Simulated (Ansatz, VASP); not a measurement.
# One calculation of PbF2, two programs

```
CELL_PARAMETERS angstrom
0.00000 2.94581 2.94581
2.94581 0.00000 2.94581
2.94581 2.94581 0.00000
ATOMIC_POSITIONS crystal
Pb 0.00000 0.00000 0.00000
F 0.25000 0.25000 0.25000
F 0.75000 0.75000 0.75000
```

Alike in both runs: task single point; functional HSE06; k mesh 4 × 4 × 4; no spin polarisation.

|  | VASP | Ansatz |
| --- | --- | --- |
| version | VASP 6.6.1 | Ansatz 0.2.0 |
| potentials or method | VASP PAW PBE potentials, release 64 (Pb_d, F) | plane waves, PAW |
| plane-wave cutoff (eV) | 520 | 420 |
| occupations | gaussian, width 0.01 eV | fixed |
| valence electrons in the cell | 28 | 28 |

|  | VASP | Ansatz | Ansatz less VASP |
| --- | --- | --- | --- |
| gap on the k mesh at the Fermi level (eV) | 5.71 | 5.71 | +0.008 |
| pressure (GPa) | 2.3 | 2.4 | +0.11 |

Ansatz's warnings: stress exchange threshold loose, stress scf threshold loose.

The k mesh is coarse, so the values compare programs but aren't converged. Spin-orbit coupling is off throughout.
